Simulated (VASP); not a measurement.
A run of VASP 6.6.1 is set up as follows.

Contents of INCAR:

```
SYSTEM = AlSn
PREC = Accurate
ENCUT = 520
EDIFF = 1E-7
ISMEAR = -1
SIGMA = 0.05
LREAL = .False.
LASPH = .True.
NELM = 60
ALGO = Normal
ISIF = 2
LWAVE = .False.
LCHARG = .False.
GGA = B5
ALDAX = 1.0
AGGAX = 1.0
AGGAC = 1.0
ALDAC = 0.0
NBANDS = 16
```

File KPOINTS:

```
Automatic mesh
0
Gamma
  7 7 8
  0 0 0
```

POSCAR

```
AlSn
1.0
    4.3292064745      0.0000000000      0.0000000000
   -2.1646032372      3.7492027852      0.0000000000
    0.0000000000      0.0000000000      3.3853942413
Sn Al
1 1
Direct
    0.3333333333      0.6666666667      0.5000000000
    0.0000000000      0.0000000000      0.0000000000
```

Potentials or basis: VASP PAW PBE potentials, release 64 (Sn_d, Al).

The run is started by

```sh
$ cat potpaw_PBE.64/Sn_d/POTCAR potpaw_PBE.64/Al/POTCAR > POTCAR
$ mpirun -np 1 vasp_std > vasp.out
```

(1) What does it give for the pressure?

Answers

(1) 0.0 GPa.

Caveat: the PAW data sets were made with another functional, which shifts forces and pressure a little.
